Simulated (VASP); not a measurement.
AlN:

```
Al N
1.0
     0.00000    2.22683    2.22683
     2.22683    0.00000    2.22683
     2.22683    2.22683    0.00000
Al N
1 1
Cartesian
  0.0000 0.0000 0.0000
  1.1134 1.1134 1.1134
```

Base run:

| Item | Value |
| --- | --- |
| Program | VASP 6.6.1 |
| Functional | BLYP |
| Potentials or basis | VASP PAW PBE potentials, release 64 (Al, N) |
| Cutoff | 520 eV |
| k mesh | 10 × 10 × 10 |
| Occupations | fermi-dirac, width 0.05 eV |
| Spin | no spin polarisation |

Its results: band gap on the k mesh 3.63 eV, indirect (least direct gap 3.96 eV); pressure -3.1 GPa.

Task: The run is repeated on the same cell with these changes: functional from BLYP to PBEsol. What comes out?

Result: Band gap on the k mesh 3.16 eV, indirect (least direct gap 3.63 eV); pressure -9.4 GPa.

PBEsol binds more tightly than BLYP, so the same cell stands under less pressure.

Caveats: the PAW data sets were made with another functional, which shifts forces and pressure a little.

A k mesh can miss the band edges.
